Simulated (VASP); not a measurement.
# Fe (Im-3m) in VASP: notebook

Fe is run at these levels: LDA; tasks: single point.

Everything below comes from runs of VASP 6.6.1. Logs are shortened: lines on timing, memory, paths and dates and some standing lists are left out, and cuts for length are marked.

## 1. The cell of the first run

The structure is cubic, space group Im-3m (No. 229). The conventional cell has a = 2.700 Å, b = 2.700 Å, c = 2.700 Å, α = 90.00°, β = 90.00°, γ = 90.00°. Fe (site symmetry m-3m) has 14 Fe at 2.34 to 2.70 Å within 3.1 Å.

## 2. Single point, LDA

Contents of INCAR:

```
PREC = Accurate ; ENCUT = 600
EDIFF = 1E-6 ; ISMEAR = -1
SIGMA = 0.01 ; LREAL = F
LASPH = T ; NELM = 120
ALGO = Normal ; ISIF = 2
LWAVE = F ; LCHARG = T
GGA = CA ; LELF = T
LVHAR = T ; NBANDS = 10
GGA_COMPAT = F
```

Contents of KPOINTS:

```
regular mesh
0
Gamma
  16 16 16
```

Contents of POSCAR:

```
Fe
1.0
   -1.3498227879      1.3498227879      1.3498227879
    1.3498227879     -1.3498227879      1.3498227879
    1.3498227879      1.3498227879     -1.3498227879
Fe
1
Direct
    0.0000000000      0.0000000000      0.0000000000
```

Potentials or basis: VASP PAW LDA potentials, release 64 (Fe).

Run with:

```
$ cat potpaw_LDA.64/Fe/POTCAR > POTCAR
$ mpirun -np 1 vasp_std > vasp.out
```

OUTCAR:

```text
PREC = Accurate
   ENCUT = 600
   EDIFF = 1E-6
   ISMEAR = -1
   LREAL = F
   LASPH = T
   NELM = 120
   ISIF = 2
   GGA = CA

 ion  position               nearest neighbor table
   1  0.000  0.000  0.000-

  LATTYP: Found a body centered cubic cell.
 ALAT       =     2.6996455758

  Lattice vectors:

 A1 = (  -1.3498227879,   1.3498227879,   1.3498227879)
 A2 = (   1.3498227879,  -1.3498227879,   1.3498227879)
 A3 = (   1.3498227879,   1.3498227879,  -1.3498227879)

Analysis of symmetry for initial positions (statically):
=====================================================================
 Subroutine PRICEL returns:
 Original cell was already a primitive cell.

 Routine SETGRP: Setting up the symmetry group for a
 body centered cubic supercell.

 Subroutine GETGRP returns: Found 48 space group operations
 (whereof 48 operations were pure point group operations)
 out of a pool of 48 trial point group operations.

The static configuration has the point symmetry O_h .

Analysis of symmetry for dynamics (positions and initial velocities):
=====================================================================
 Subroutine PRICEL returns:
 Original cell was already a primitive cell.

 Routine SETGRP: Setting up the symmetry group for a
 body centered cubic supercell.

 Subroutine GETGRP returns: Found 48 space group operations
 (whereof 48 operations were pure point group operations)
 out of a pool of 48 trial point group operations.

The dynamic configuration has the point symmetry O_h .

 Subroutine INISYM returns: Found 48 space group operations
 (whereof 48 operations are pure point group operations),
 and found     1 'primitive' translations

----------------------------------------------------------------------------------------

                                     Primitive cell

  volume of cell :       9.8376

  direct lattice vectors                    reciprocal lattice vectors
    -1.349822788  1.349822788  1.349822788     0.000000000  0.370418995  0.370418995
     1.349822788 -1.349822788  1.349822788     0.370418995  0.000000000  0.370418995
     1.349822788  1.349822788 -1.349822788     0.370418995  0.370418995  0.000000000

  length of vectors
     2.337961650  2.337961650  2.337961650     0.523851566  0.523851566  0.523851566

  position of ions in fractional coordinates (direct lattice)
     0.000000000  0.000000000  0.000000000

  ion indices of the primitive-cell ions
   primitive index   ion index
                 1           1

----------------------------------------------------------------------------------------

 KPOINTS: regular mesh

Automatic generation of k-mesh.
 Grid dimensions read from file:
 generate k-points for:   16   16   16

 Generating k-lattice:

  Cartesian coordinates                     Fractional coordinates (reciprocal lattice)
     0.000000000  0.023151187  0.023151187     0.062500000  0.000000000  0.000000000
     0.023151187  0.000000000  0.023151187     0.000000000  0.062500000  0.000000000
     0.023151187  0.023151187  0.000000000     0.000000000  0.000000000  0.062500000

  Length of vectors
     0.032740723  0.032740723  0.032740723

  Shift w.r.t. Gamma in fractional coordinates (k-lattice)
     0.000000000  0.000000000  0.000000000

 Subroutine IBZKPT returns following result:
 ===========================================

 Found    145 irreducible k-points:

 Following reciprocal coordinates:
            Coordinates               Weight
  0.000000  0.000000  0.000000      1.000000
  0.062500  0.000000  0.000000     12.000000
  0.125000  0.000000  0.000000     12.000000
  0.187500  0.000000  0.000000     12.000000
  0.250000  0.000000  0.000000     12.000000
  0.312500  0.000000  0.000000     12.000000
[... 16 lines left out ...]
  0.187500  0.187500  0.000000     24.000000
  0.250000  0.187500  0.000000     48.000000
 [... further k-points ...]
   k-points           NKPTS =    145   k-points in BZ     NKDIM =    145   number of bands    NBANDS=     10
   number of dos      NEDOS =    301   number of ions     NIONS =      1
   total plane-waves  NPLWV =   8000
   dimension x,y,z NGX =    20 NGY =   20 NGZ =   20
   dimension x,y,z NGXF=    40 NGYF=   40 NGZF=   40
   ions per type =               1
   NGX,Y,Z   is equivalent  to a cutoff of  14.22, 14.22, 14.22 a.u.
   NGXF,Y,Z  is equivalent  to a cutoff of  28.44, 28.44, 28.44 a.u.
 SYSTEM =  unknown system
   PREC   = accura    normal or accurate (medium, high low for compatibility)
   ISTART =      0    job   : 0-new  1-cont  2-samecut
   ICHARG =      2    charge: 1-file 2-atom 10-const
   ISPIN  =      1    spin polarized calculation?
   LNONCOLLINEAR =      F non collinear calculations
   LSORBIT =      F    spin-orbit coupling
   LASPH  =      T    aspherical Exc in radial PAW
   ENCUT  =  600.0 eV  44.10 Ry    6.64 a.u.   4.67  4.67  4.67*2*pi/ulx,y,z
   NELM   =    120;   NELMIN=  2; NELMDL= -5     # of ELM steps
   EDIFF  = 0.1E-05   stopping-criterion for ELM
   LREAL  =      F    real-space projection
   EDIFFG = 0.1E-04   stopping-criterion for IOM
   NSW    =      0    number of steps for IOM
   IBRION =     -1    ionic relax: 0-MD 1-quasi-New 2-CG
   NFREE  =      0    steps in history (QN), initial steepest desc. (CG)
   ISIF   =      2    stress and relaxation
   ISYM   =      2    0-nonsym 1-usesym 2-fastsym
   POTIM  = 0.5000    time-step for ionic-motion
   TEBEG  =    0.0;   TEEND  =   0.0 temperature during run
   PSTRESS=    0.0 pullay stress
   NELECT =       8.0000    total number of electrons
   NUPDOWN=      -1.0000    fix difference up-down
   EMIN   =  10.00;   EMAX   =-10.00  energy-range for DOS
   EFERMI =   0.00;   METHOD = LEGACY
   ISMEAR =    -1;   SIGMA  =   0.01  broadening in eV -4-tet -1-fermi 0-gaus
   EFERMI_NEDOS =   21; number of points for ismear=-14 and -15
   IALGO  =     38    algorithm
   IMIX   =      4    mixing-type and parameters
     AMIX     =   0.40;   BMIX     =  1.00
     AMIX_MAG =   1.60;   BMIX_MAG =  1.00
  volume/ion in A,a.u.               =       9.84        66.39
  Fermi-wavevector in a.u.,A,eV,Ry     =   1.528064  2.887621 31.769306  2.334978
  Thomas-Fermi vector in A             =   2.635874
   LORBIT       =      0    0 simple, 1 ext, 2 COOP (PROOUT), +10 PAW based schemes
   GGA     = CA    functional components
   LHFCALC =     F    Hartree Fock is set to
   AEXX    =    0.0000 exact exchange contribution
   IVDW    =     0    specifies the selected vdW correction
   LEPSILON=     F    determine dielectric tensor
   LRPA    =     F    only Hartree local field effects (RPA)
 non-spin polarized calculation
  energy-cutoff  :      600.00
  volume of cell :        9.84
 maximum number of plane-waves:       370
   NGX =  9   NGY =  9   NGZ =  9

 number of electron       8.0000004 magnetization

 Free energy of the ion-electron system (eV)
  ---------------------------------------------------
  ext. energy  EPLUGINS =         0.00000000
  ---------------------------------------------------
  free energy    TOTEN  =        -8.97850774 eV

  energy without entropy =       -8.97736134  energy(sigma->0) =       -8.97793454

 E-fermi :   7.3405     XC(G=0): -14.2756

 val. band max:        7.3379983333   @ k =   0.1875   0.0625   0.0625
 cond. band min:       7.3406610133   @ k =  -0.0625   0.0625   0.0625
 fundamental gap:      0.0026626800
 Fermi energy:         7.3405463794

 k-point     1 :       0.0000    0.0000    0.0000
  band No.  band energies     occupation
      1      -1.8894      2.00000
      2       5.3666      2.00000
      3       5.3666      2.00000
      4       5.3666      2.00000
      5       7.2614      1.99927
      6       7.2614      1.99927
      7      33.6948      0.00000
      8      33.6948      0.00000
      9      33.6948      0.00000
     10      39.9499      0.00000

 k-point     2 :       0.0625    0.0000    0.0000
  band No.  band energies     occupation
      1      -1.7072      2.00000
      2       5.3069      2.00000
      3       5.3595      2.00000
      4       5.4778      2.00000
      5       7.1983      2.00000
      6       7.2662      1.99882
      7      32.7779      0.00000
      8      33.5068      0.00000
      9      33.6646      0.00000
     10      39.4357      0.00000

 k-point     3 :       0.1250    0.0000    0.0000
  band No.  band energies     occupation
      1      -1.1773      2.00000
      2       5.1395      2.00000
      3       5.3188      2.00000
      4       5.8014      2.00000
      5       7.0585      2.00000
      6       7.2822      1.99417
      7      30.6464      0.00000
      8      32.7904      0.00000
      9      33.5884      0.00000
     10      39.0284      0.00000

 k-point     4 :       0.1875    0.0000    0.0000
  band No.  band energies     occupation
      1      -0.3572      2.00000
      2       4.8955      2.00000
      3       5.2186      2.00000
      4       6.3066      2.00000
      5       6.9570      2.00000
      6       7.3130      1.88061
      7      27.9574      0.00000
      8      31.5444      0.00000
      9      33.4955      0.00000
     10      36.6382      0.00000

 k-point     5 :       0.2500    0.0000    0.0000
  band No.  band energies     occupation
      1       0.6191      2.00000
      2       4.6173      2.00000
      3       5.1418      2.00000
      4       6.9396      2.00000
      5       6.9688      2.00000
      6       7.3601      0.24702
      7      25.0501      0.00000
      8      30.1244      0.00000
      9      33.4086      0.00000
     10      34.5579      0.00000

 k-point     6 :       0.3125    0.0000    0.0000
  band No.  band energies     occupation
      1       1.4752      2.00000
      2       4.3485      2.00000
      3       5.3752      2.00000
      4       7.0704      2.00000
      5       7.4196      0.00074
      6       7.6209      0.00000
      7      22.1601      0.00000
      8      28.8245      0.00000
      9      32.7393      0.00000
     10      33.3391      0.00000

 k-point     7 :       0.3750    0.0000    0.0000
  band No.  band energies     occupation
      1       1.9115      2.00000
      2       4.1276      2.00000
      3       6.1802      2.00000
      4       7.2063      2.00000
      5       7.4802      0.00000
      6       8.2452      0.00000
      7      19.5096      0.00000
      8      27.8058      0.00000
      9      31.2968      0.00000
     10      33.2899      0.00000

 k-point     8 :       0.4375    0.0000    0.0000
  band No.  band energies     occupation
      1       2.0111      2.00000
      2       3.9832      2.00000
      3       7.1142      2.00000
      4       7.4630      0.00001
      5       7.5262      0.00000
      6       8.6914      0.00000
      7      17.4371      0.00000
      8      27.1603      0.00000
      9      30.3574      0.00000
     10      33.2608      0.00000

 k-point     9 :       0.5000    0.0000    0.0000
  band No.  band energies     occupation
      1       2.0155      2.00000
      2       3.9332      2.00000
      3       7.2562      1.99956
      4       7.5435      0.00000
      5       7.9089      0.00000
      6       8.8545      0.00000
      7      16.5816      0.00000
      8      26.9394      0.00000
      9      30.0295      0.00000
     10      33.2513      0.00000
[... 118 lines left out ...]
 k-point    19 :       0.2500    0.1250    0.0000
  band No.  band energies     occupation
      1       1.9037      2.00000
      2       4.3568      2.00000
      3       4.8721      2.00000
      4       6.9260      2.00000
      5       7.5564      0.00000
      6       8.2872      0.00000
      7      22.4070      0.00000
      8      26.2354      0.00000
      9      31.0021      0.00000
     10      34.8037      0.00000

 k-point    20 :       0.3125    0.1250    0.0000
  band No.  band energies     occupation
      1       2.3247      2.00000
      2       4.1590      2.00000
      3       5.3377      2.00000
      4       7.0820      2.00000
      5       7.6647      0.00000
      6       9.2080      0.00000
      7      19.7263      0.00000
      8      25.3689      0.00000
      9      29.8266      0.00000
     10      34.8134      0.00000

 k-point    21 :       0.3750    0.1250    0.0000
  band No.  band energies     occupation
      1       2.3974      2.00000
      2       4.0378      2.00000
      3       5.8988      2.00000
      4       7.1865      2.00000
      5       7.8321      0.00000
      6      10.1507      0.00000
      7      17.5510      0.00000
      8      24.8129      0.00000
      9      29.0750      0.00000
     10      34.8122      0.00000

 k-point    22 :       0.4375    0.1250    0.0000
  band No.  band energies     occupation
      1       2.3910      2.00000
      2       3.9965      2.00000
      3       6.1241      2.00000
      4       7.2080      2.00000
      5       7.9372      0.00000
      6      10.6564      0.00000
      7      16.6015      0.00000
      8      24.6194      0.00000
      9      28.8154      0.00000
     10      34.8109      0.00000

 k-point    23 :       0.1875    0.1875    0.0000
  band No.  band energies     occupation
      1       1.9390      2.00000
      2       4.4002      2.00000
      3       4.6428      2.00000
      4       6.8478      2.00000
      5       7.5647      0.00000
      6       8.3465      0.00000
      7      23.7312      0.00000
      8      24.8537      0.00000
      9      31.1016      0.00000
     10      35.1068      0.00000

 k-point    24 :       0.2500    0.1875    0.0000
  band No.  band energies     occupation
      1       2.5942      2.00000
      2       4.1806      2.00000
      3       4.7481      2.00000
      4       6.9643      2.00000
      5       7.6496      0.00000
      6       9.4143      0.00000
      7      21.3004      0.00000
      8      23.4781      0.00000
      9      29.9771      0.00000
     10      35.3753      0.00000

 [... further k-points ...]
[... 5 lines left out ...]
  --------------------------------------------------------------------------------------
  -------------------------------------------------------------------------------------
  Total       -0.0894894     -0.0894894     -0.0894894      0.0000000     -0.0000000      0.0000000
  in kB      -14.5744471    -14.5744471    -14.5744471      0.0000000     -0.0000000      0.0000000
  external PRESSURE =     -14.5744471 kB  Pullay stress =       0.0000000 kB

 VOLUME and BASIS-vectors are now :
 -----------------------------------------------------------------------------
  energy-cutoff  :      600.00
  volume of cell :        9.84
      direct lattice vectors                 reciprocal lattice vectors
    -1.349822788  1.349822788  1.349822788     0.000000000  0.370418995  0.370418995
     1.349822788 -1.349822788  1.349822788     0.370418995  0.000000000  0.370418995
     1.349822788  1.349822788 -1.349822788     0.370418995  0.370418995  0.000000000

 POSITION                                       TOTAL-FORCE (eV/Angst)
 -----------------------------------------------------------------------------------
      0.00000      0.00000      0.00000        -0.000000     -0.000000     -0.000000
 -----------------------------------------------------------------------------------
    total drift:                                0.000000     -0.000000      0.000000

  FREE ENERGIE OF THE ION-ELECTRON SYSTEM (eV)
  ---------------------------------------------------
  free  energy   TOTEN  =        -8.9785077393 eV

  energy  without entropy=       -8.9773613421  energy(sigma->0) =       -8.97793454
```

Wall time 6.8 s (1 thread of Intel Xeon 6975P-C (Granite Rapids), shared host); peak memory 0.13 GiB.

What came out:

| Property | Result |
| --- | --- |
| Free energy | -8.9785 eV |
| Pressure | -1.5 GPa |
| Band gap on the k mesh | zero (band 4 reaches 8.50 eV, above the bottom of band 5 at 6.21 eV) |

Levels at points of the mesh, in eV from the Fermi level:
```tsv
k point	band 1	band 2	band 3	band 4	band 5	band 6	band 7	band 8	band 9
(0.00, 0.00, 0.00)	-9.23	-1.97	-1.97	-1.97	-0.08	-0.08	26.35	26.35	26.35
(0.50, 0.00, 0.00)	-5.33	-3.41	-0.08	0.20	0.57	1.51	9.24	19.60	22.69
(0.50, 0.50, 0.50)	-5.15	-5.15	1.16	1.16	1.16	11.07	11.07	11.07	17.71
```

Caveat: the run has no spin polarisation, though such a crystal can be magnetic.

(Continued in part 2 of 2.)
